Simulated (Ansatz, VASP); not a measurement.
## One calculation of FeO, two programs

File INCAR:

```
PREC = Accurate
ENCUT = 700
EDIFF = 1E-6
ISMEAR = -1
SIGMA = 0.05
LREAL = F
LASPH = T
NELM = 200
ALGO = Normal
ISIF = 2
LWAVE = F
LCHARG = F
ISPIN = 2
MAGMOM = 3 0
LORBIT = 11
LMAXMIX = 4
GGA = B5
ALDAX = 1.0
AGGAX = 1.0
AGGAC = 1.0
ALDAC = 0.0
IVDW = 13
VDW_S6 = 1.0
VDW_S8 = 2.34076671
VDW_A1 = 0.44488865
VDW_A2 = 4.0933009
NBANDS = 22
GGA_COMPAT = F
```

Contents of KPOINTS:

```
Automatic mesh
0
Gamma
  11 11 11
```

POSCAR

```
FeO
1.0
    0.0000000000      2.1113998987      2.1113998987
    2.1113998987      0.0000000000      2.1113998987
    2.1113998987      2.1113998987      0.0000000000
Fe O
1 1
Direct
    0.0000000000      0.0000000000      0.0000000000
    0.5000000000      0.5000000000      0.5000000000
```

File input.yaml:

```yaml
crystal:
  lattice:
    - [0.0, 2.1113998987, 2.1113998987]
    - [2.1113998987, 0.0, 2.1113998987]
    - [2.1113998987, 2.1113998987, 0.0]
  atoms:
    - { symbol: Fe, position: [0.0, 0.0, 0.0], spin: 3.0 }
    - { symbol: O, position: [0.5, 0.5, 0.5] }
hamiltonian:
  xc: blyp
  pseudopotentials: { kind: paw }
  dispersion: d4
magnetization:
  spin_polarized: true
kpoints:
  mp_grid: { grid: [11, 11, 11] }
scf:
  occupations: { method: fermi_dirac, width: 0.05 }
output:
  forces: true
  stress: true
  eigenvalues: true
  write_density: true
  write_potential: true
  elf: true
  volumetric_format: npy
```

Alike in both runs: task single point; functional BLYP; dispersion D4; k mesh 11 × 11 × 11; occupations fermi-dirac, width 0.05 eV; collinear spin.

|  | VASP | Ansatz |
| --- | --- | --- |
| version | VASP 6.6.1 | Ansatz 0.2.0 |
| potentials or method | VASP PAW PBE potentials, release 64 (Fe_sv, O) | Ansatz PAW |
| plane-wave cutoff (eV) | 700 | 420 |
| valence electrons in the cell | 22 | 22 |

VASP gave:

| Property | Result |
| --- | --- |
| gap on the k mesh at the Fermi level (eV) | none |
| pressure (GPa) | 12.6 |
| net moment per atom (μB) | 1.99 |
| size of the moment on the site where the two differ most (μB) | 3.45 |

Task: Estimate Ansatz's values.

Result: gap on the k mesh at the Fermi level (eV): none; pressure (GPa): 13.6; net moment per atom (μB): 1.99; size of the moment on the site where the two differ most (μB): 3.40.

VASP's potentials were made for PBE, not for BLYP. Site moments also hang on the region over which each program counts them. A gap of «none» marks a metal or a gap that the smearing closes.
